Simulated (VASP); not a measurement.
# Al2Ru (I4/mmm) in VASP: vibrations by perturbation theory with LDA

Aim: the vibrations by perturbation theory of Al2Ru with LDA.

Program: VASP 6.6.1. These are calculated values, not measurements. Logs are shortened: lines on timing, memory, paths and dates and some standing lists are left out, and cuts for length are marked.

### Step 1. The cell of the first run

The structure is tetragonal, space group I4/mmm (No. 139). Conventional cell: a = 3.102 Å, b = 3.102 Å, c = 8.342 Å, α = 90.00°, β = 90.00°, γ = 90.00°. Within 3.4 Å of Al (site symmetry 4mm) lie 5 Ru at 2.56 to 2.85 Å and 9 Al at 2.65 to 3.10 Å. Ru (site symmetry 4/mmm) has 10 Al at 2.56 to 2.85 Å and 4 Ru at 3.10 Å within 3.4 Å.

### Step 2. Vibrations by perturbation theory, LDA

Input file INCAR:

```
SYSTEM = Al2Ru
PREC = Accurate
ENCUT = 520
EDIFF = 1E-8
ISMEAR = -1
SIGMA = 0.15
LREAL = .FALSE.
LASPH = .TRUE.
NELM = 80
ALGO = Normal
ISIF = 2
LWAVE = .FALSE.
LCHARG = .FALSE.
GGA = CA
NBANDS = 17
IBRION = 8
NSW = 1
KPAR = 4
```

Input file KPOINTS:

```
regular mesh
0
G
  18 18 18
  0 0 0
```

Input file POSCAR:

```
Al2Ru
1.0
   -1.5509858979      1.5509858979      4.1709706809
    1.5509858979     -1.5509858979      4.1709706809
    1.5509858979      1.5509858979     -4.1709706809
Al Ru
2 1
Direct
    0.6589200178      0.6589200178      0.0000000000
    0.3410799822      0.3410799822      0.0000000000
    0.0000000000      0.0000000000      0.0000000000
```

Potentials or basis: VASP PAW LDA potentials, release 64 (Al, Ru_pv).

Started as:

```bash
> cat potpaw_LDA.64/Al/POTCAR potpaw_LDA.64/Ru_pv/POTCAR > POTCAR
> mpirun -np 4 vasp_std > vasp.out
```

OUTCAR:

```text
SYSTEM = Al2Ru
   PREC = Accurate
   ENCUT = 520
   EDIFF = 1E-8
   ISMEAR = -1
   LREAL = .FALSE.
   LASPH = .TRUE.
   NELM = 80
   ISIF = 2
   GGA = CA
   IBRION = 8
   NSW = 1

 ion  position               nearest neighbor table
   1  0.659  0.659  0.000-   3 2.56   3 2.56   3 2.56   3 2.56   2 2.65   2 2.67   2 2.67   2 2.67
                             2 2.67   3 2.85
   2  0.341  0.341  0.000-   3 2.56   3 2.56   3 2.56   3 2.56   1 2.65   1 2.67   1 2.67   1 2.67
                             1 2.67   3 2.85
   3  0.000  0.000  0.000-   1 2.56   1 2.56   2 2.56   1 2.56   2 2.56   2 2.56   1 2.56   2 2.56
                             1 2.85   2 2.85

  LATTYP: Found a body centered tetragonal cell.
 ALAT       =     3.1019717958
 C/A-ratio  =     2.6892383010

  Lattice vectors:

 A1 = (  -1.5509858979,   1.5509858979,   4.1709706809)
 A2 = (   1.5509858979,  -1.5509858979,   4.1709706809)
 A3 = (   1.5509858979,   1.5509858979,  -4.1709706809)

Analysis of symmetry for initial positions (statically):
=====================================================================
 Subroutine PRICEL returns:
 Original cell was already a primitive cell.

 Routine SETGRP: Setting up the symmetry group for a
 body centered tetragonal supercell.

 Subroutine GETGRP returns: Found 16 space group operations
 (whereof 16 operations were pure point group operations)
 out of a pool of 16 trial point group operations.

The static configuration has the point symmetry D_4h.

Analysis of symmetry for dynamics (positions and initial velocities):
=====================================================================
 Subroutine PRICEL returns:
 Original cell was already a primitive cell.

 Routine SETGRP: Setting up the symmetry group for a
 body centered tetragonal supercell.

 Subroutine GETGRP returns: Found 16 space group operations
 (whereof 16 operations were pure point group operations)
 out of a pool of 16 trial point group operations.

The dynamic configuration has the point symmetry D_4h.

 Subroutine INISYM returns: Found 16 space group operations
 (whereof 16 operations are pure point group operations),
 and found     1 'primitive' translations

----------------------------------------------------------------------------------------

                                     Primitive cell

  volume of cell :      40.1340

  direct lattice vectors                    reciprocal lattice vectors
    -1.550985898  1.550985898  4.170970681     0.000000000  0.322375594  0.119876172
     1.550985898 -1.550985898  4.170970681     0.322375594  0.000000000  0.119876172
     1.550985898  1.550985898 -4.170970681     0.322375594  0.322375594  0.000000000

  length of vectors
     4.712548242  4.712548242  4.712548242     0.343942321  0.343942321  0.455907937

  position of ions in fractional coordinates (direct lattice)
     0.658920018  0.658920018  0.000000000
     0.341079982  0.341079982  0.000000000
     0.000000000  0.000000000  0.000000000

  ion indices of the primitive-cell ions
   primitive index   ion index
                 1           1
                 2           2
                 3           3

----------------------------------------------------------------------------------------

 KPOINTS: regular mesh

Automatic generation of k-mesh.
 Grid dimensions read from file:
 generate k-points for:   18   18   18
[... 100 lines left out ...]

--------------------------------------- Ionic step        1  -------------------------------------------

 number of electron      20.0000001 magnetization

 Free energy of the ion-electron system (eV)
  ---------------------------------------------------
  ext. energy  EPLUGINS =         0.00000000
  ---------------------------------------------------
  free energy    TOTEN  =       -21.12115504 eV

  energy without entropy =      -21.07975379  energy(sigma->0) =      -21.10045442

 E-fermi :  10.6602     XC(G=0): -12.2352

 val. band max:       10.6462629063   @ k =  -0.3333   0.2222   0.0556
 cond. band min:      10.6667971199   @ k =   0.3333   0.1667   0.1667
 fundamental gap:      0.0205342137
 Fermi energy:        10.6602106682

 k-point     1 :       0.0000    0.0000    0.0000
  band No.  band energies     occupation
      1     -31.6853      2.00000
      2     -31.6853      2.00000
      3     -31.6197      2.00000
      4      -0.3143      2.00000
      5       5.2005      2.00000
      6       6.8018      2.00000
[... 457 lines left out ...]
      4       0.6073      2.00000
      5       5.6973      2.00000
      6       6.8798      2.00000
[... 9 lines left out ...]
     16      19.0363      0.00000
     17      21.7916      0.00000

 [... further k-points ...]

------------------------ aborting loop because EDIFF is reached ----------------------------------------

  FORCE on cell =-STRESS in cart. coord.  units (eV):
  Direction    XX          YY          ZZ          XY          YZ          ZX
  --------------------------------------------------------------------------------------
  -------------------------------------------------------------------------------------
  Total        0.1089495      0.1089495      0.1110078      0.0000000      0.0000000      0.0000000
  in kB        4.3493378      4.3493378      4.4315036      0.0000000      0.0000000      0.0000000
  external PRESSURE =       4.3767264 kB  Pullay stress =       0.0000000 kB

 VOLUME and BASIS-vectors are now :
 -----------------------------------------------------------------------------
  energy-cutoff  :      520.00
  volume of cell :       40.13
      direct lattice vectors                 reciprocal lattice vectors
    -1.550985898  1.550985898  4.170970681     0.000000000  0.322375594  0.119876172
     1.550985898 -1.550985898  4.170970681     0.322375594  0.000000000  0.119876172
     1.550985898  1.550985898 -4.170970681     0.322375594  0.322375594  0.000000000

 POSITION                                       TOTAL-FORCE (eV/Angst)
 -----------------------------------------------------------------------------------
      0.00000      0.00000      5.49667         0.000000      0.000000      0.017650
      0.00000      0.00000      2.84527        -0.000000     -0.000000     -0.017650
      0.00000      0.00000      0.00000        -0.000000     -0.000000     -0.000000
 -----------------------------------------------------------------------------------
    total drift:                                0.000000      0.000000     -0.000000

  FREE ENERGIE OF THE ION-ELECTRON SYSTEM (eV)
  ---------------------------------------------------
  free  energy   TOTEN  =       -21.1211550410 eV

  energy  without entropy=      -21.0797537938  energy(sigma->0) =      -21.10045442

[... ionic steps 2 to 9 ...]

--------------------------------------- Ionic step       10  -------------------------------------------

------------------------ aborting loop because EDIFF is reached ----------------------------------------

[... ionic steps 11 to 11 ...]

--------------------------------------- Ionic step       12  -------------------------------------------

 Free energy of the ion-electron system (eV)
  ---------------------------------------------------
  ---------------------------------------------------
  free energy    TOTEN  =        -0.68964602 eV

  energy without entropy =       -0.68964603

------------------------ aborting loop because EDIFF is reached ----------------------------------------

 INTERNAL STRAIN TENSOR  FOR ION    3  DIRECTION 3   (eV/Angst):
 -----------------------------------------------------------------------------
    -0.00228  0.00000  0.00000
     0.00000 -0.00228  0.00000
     0.00000  0.00000  0.00559

 INTERNAL STRAIN TENSOR FOR ION    3 for displacements in x,y,z  (eV/Angst):
          X           Y           Z          XY          YZ          ZX
  --------------------------------------------------------------------------------
  x     0.00000     0.00000     0.00000     0.00000     0.00000     0.00000
  y     0.00000     0.00000     0.00000     0.00000     0.00000     0.00000
  z     0.00000     0.00000     0.00000     0.00000     0.00000     0.00000

 SECOND DERIVATIVES (NOT SYMMETRIZED)
 ------------------------------------
               1X          1Y          1Z          2X          2Y          2Z          3X          3Y          3Z
  1X    -7.846575    0.000000    0.000000    3.215348    0.000000    0.000000    4.631227    0.000000    0.000000
  1Y     0.000000   -7.846575    0.000000    0.000000    3.215348    0.000000    0.000000    4.631227    0.000000
  1Z     0.000000    0.000000  -12.205655    0.000000    0.000000    7.950807    0.000000    0.000000    4.254848
  2X     3.215348    0.000000    0.000000   -7.846575    0.000000    0.000000    4.631227    0.000000    0.000000
  2Y     0.000000    3.215348    0.000000    0.000000   -7.846575    0.000000    0.000000    4.631227    0.000000
  2Z     0.000000    0.000000    7.950807    0.000000    0.000000  -12.205655    0.000000    0.000000    4.254848
  3X     4.636185    0.000000    0.000000    4.636185    0.000000    0.000000   -9.272371    0.000000    0.000000
  3Y     0.000000    4.636185    0.000000    0.000000    4.636185    0.000000    0.000000   -9.272371    0.000000
  3Z     0.000000   -0.000000    4.258797    0.000000   -0.000000    4.258797    0.000000   -0.000000   -8.517593

 Eigenvectors and eigenvalues of the dynamical matrix
 ----------------------------------------------------

   1 f  =   13.512287 THz    84.900202 2PiTHz  450.721370 cm-1    55.882303 meV
             X         Y         Z           dx          dy          dz
      0.000000  0.000000  5.496672     0.000000    0.000000   -0.707107
      0.000000  0.000000  2.845269    -0.000000    0.000000    0.707107
      0.000000  0.000000  0.000000    -0.000000    0.000000    0.000000
[... 43 lines left out ...]
   9 f/i=    0.002045 THz     0.012850 2PiTHz    0.068220 cm-1     0.008458 meV
             X         Y         Z           dx          dy          dz
      0.000000  0.000000  5.496672    -0.138714    0.393592   -0.000000
      0.000000  0.000000  2.845269    -0.138714    0.393592   -0.000000
      0.000000  0.000000  0.000000    -0.268331    0.761371   -0.000000

--------------------------------------------------------------------------------------------------------

 ELASTIC MODULI CONTR FROM IONIC RELAXATION (kBar)
 Direction    XX          YY          ZZ          XY          YZ          ZX
 --------------------------------------------------------------------------------
 XX          -1.5266     -1.5266     29.9570      0.0000     -0.0000     -0.0000
 YY          -1.5266     -1.5266     29.9570      0.0000     -0.0000     -0.0000
 ZZ          29.9570     29.9570   -587.8393      0.0000      0.0000      0.0000
 XY           0.0000      0.0000      0.0000      0.0000      0.0000      0.0000
 YZ          -0.0000     -0.0000      0.0000      0.0000     -0.0333      0.0000
 ZX          -0.0000     -0.0000      0.0000      0.0000      0.0000     -0.4760
 --------------------------------------------------------------------------------
```

It took 45 min on 4 MPI ranks of Oxide Virtual Turin-like, shared host; peak memory 1.9 GiB.

Results:

```
Highest phonon frequency at Γ : 451 cm⁻¹
```

Phonon frequencies in cm⁻¹ (negative: imaginary):
| q point | frequencies |
| --- | --- |
| (0.000, 0.000, 0.000) | 0 0 0 257 268 268 334 334 451 |
